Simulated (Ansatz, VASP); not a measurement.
# One calculation of Ti, two programs

```
Ti
1.0
     2.96954    0.00000    0.00000
    -1.48477    2.57169    0.00000
     0.00000    0.00000    4.71099
Ti
2
Direct
  0.33333 0.66667 0.25000
  0.66667 0.33333 0.75000
```

Alike in both runs: functional PBEsol; k mesh 13 × 13 × 7; occupations fermi-dirac, width 0.05 eV; no spin polarisation.

Ansatz relaxed the structure, and its values are those at the end. VASP's run is a single point on that final structure, the one shown.

|  | VASP | Ansatz |
| --- | --- | --- |
| version | VASP 6.6.1 | Ansatz 0.2.0 |
| potentials or method | VASP PAW PBE potentials, release 64 (Ti_sv) | plane-wave PAW, scalar-relativistic |
| plane-wave cutoff (eV) | 500 | 420 |
| valence electrons in the cell | 24 | 24 |

VASP gave:

* pressure (GPa): -7.8

Task: Which values does Ansatz return?

Result: Pressure (GPa): -7.6.

VASP's potentials were made for PBE, not for PBEsol. The functional is the same, so the differences come from potentials, cutoffs and numerics. Ansatz's warnings: stress scf threshold loose.
